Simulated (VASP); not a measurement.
Here is a VASP 6.6.1 calculation.

File INCAR:

```
  ALGO = Normal
  EDIFF = 1E-7
  ENCUT = 520
  GGA = PE
  ISIF = 2
  ISMEAR = -1
  LASPH = True
  LCHARG = False
  LREAL = False
  LWAVE = False
  NBANDS = 26
  NELM = 100
  PREC = Accurate
  SIGMA = 0.02
```

File KPOINTS:

```
k-points
0
Gamma
  8 6 8
```

POSCAR

```
GaN
1.0
   -2.2742431738      2.2742431738      0.0000000000
    0.0000000000      0.0000000000      4.5484863476
    2.2742431738      2.2742431738      0.0000000000
Ga N
2 2
Direct
    0.0000000000      0.0000000000      0.0000000000
    0.5000000000      0.5000000000      0.5000000000
    0.0000000000      0.2500000000      0.5000000000
    0.5000000000      0.7500000000      0.0000000000
```

Potentials or basis: VASP PAW PBE potentials, release 64 (Ga_d, N).

Run with:

```bash
$ cat potpaw_PBE.64/Ga_d/POTCAR potpaw_PBE.64/N/POTCAR > POTCAR
$ mpirun -np 1 vasp_std > vasp.out
```

(1) What does it give for the band gap on the k mesh?

(2) Estimate the pressure.

## Answers

(1) 1.55 eV.

(2) 0.1 GPa.
